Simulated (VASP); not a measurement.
Write the native input for VASP 6.6.1 that does the following.

| Quantity | Value |
| --- | --- |
| Task | single point |
| Functional | PBEsol |
| Potentials or basis | VASP PAW PBE potentials, release 64 (Sn_d, Se) |
| Cutoff | 520 eV |
| k mesh | 9 × 9 × 6 |
| Occupations | gaussian, width 0.05 eV |
| Spin | no spin polarisation |
| Dipole correction | no |
| Further INCAR settings | ALGO = Normal; EDIFF = 1e-06; NBANDS = 20 |

The structure of SnSe2 lies in POSCAR:

```
SnSe2
1.0
    3.8109987816      0.0000000000      0.0000000000
   -1.9054993908      3.3004217586      0.0000000000
    0.0000000000      0.0000000000      6.1370000000
Sn Se
1 2
Direct
    0.0000000000      0.0000000000      0.0000000000
    0.3181837544      0.6363675088      0.2500000000
    0.6515170877      0.3030341754      0.7500000000
```

This cell differs from its parent crystal: all Se atoms moved -0.100 Å, as atom 2 along Cartesian [0 1 0].

These files were run (other wordings do the same):

INCAR

```
SYSTEM = SnSe2
  ALGO = Normal
  EDIFF = 1E-6
  ENCUT = 520
  GGA = PS
  ISIF = 2
  ISMEAR = 0
  LASPH = .TRUE.
  LCHARG = .FALSE.
  LREAL = .FALSE.
  LWAVE = .FALSE.
  NBANDS = 20
  NELM = 80
  PREC = Accurate
  SIGMA = 0.05
```

KPOINTS

```
k-points
0
G
  9 9 6
  0 0 0
```

Potentials or basis: VASP PAW PBE potentials, release 64 (Sn_d, Se).

Command:

```sh
$ cat potpaw_PBE.64/Sn_d/POTCAR potpaw_PBE.64/Se/POTCAR > POTCAR
$ mpirun -np 1 vasp_std > vasp.out
```

Results of the run:

| Item | Value |
| --- | --- |
| Pressure | 2.6 GPa |
| Largest force | 0.718 eV/Å |
| Band gap on the k mesh | 0.61 eV (least direct gap 0.98 eV) |

Caveat: the cell differs from its parent crystal (all Se atoms moved -0.100 Å, as atom 2 along Cartesian [0 1 0]); semilocal functionals underestimate gaps, and a narrow one can read as zero; the PAW data sets were made with another functional, which shifts forces and pressure a little; spin-orbit coupling is left out, which moves the levels of the heavy elements; this functional lacks dispersion, which binds layers or chains, so the pressure and a relaxed spacing across them are unreliable.

Run time: 5 min on 1 thread of AMD EPYC 7R13, on a shared host, peak memory 0.31 GiB.
